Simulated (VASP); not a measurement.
# BP: single point with LDA

Crystal: BP.

```
B P
1.0
     0.00000    2.15850    2.15850
     2.15850    0.00000    2.15850
     2.15850    2.15850    0.00000
B P
1 1
Direct
  0.00000 0.00000 0.00000
  0.50000 0.50000 0.50000
```

This cell differs from its parent crystal: volume scaled by 1.046 of the coarse rest volume.

* Program: VASP 6.6.1
* Task: single point
* Functional: LDA
* Potentials or basis: VASP PAW LDA potentials, release 64 (B, P)
* Cutoff: 500 eV
* k mesh: 16 × 16 × 16
* Occupations: fermi-dirac, width 0.15 eV
* Spin: no spin polarisation

```yaml
Pressure: -5.9 GPa
Band_gap_on_the_k_mesh: zero (band 4 reaches 11.05 eV, above the bottom of band 5 at 7.04 eV)
```

Levels at points of the mesh, in eV from the Fermi level:
```tsv
k point	band 1	band 2	band 3	band 4	band 5	band 6	band 7	band 8	band 9
(0.00, 0.00, 0.00)	-16.85	-0.01	-0.01	-0.01	6.57	7.96	7.96	7.96	8.52
(0.50, 0.00, 0.00)	-12.42	-10.53	0.64	0.64	1.16	1.16	5.04	7.13	14.92
(0.50, 0.50, 0.00)	-10.53	-9.01	-4.24	-4.24	-2.70	2.61	11.87	11.87	14.45
```

Run time: 16 s on 1 thread of Intel(R) Xeon(R) Platinum 8175M CPU @ 2.50GHz (Skylake/Cascade Lake), on a shared host, peak memory 0.14 GiB.
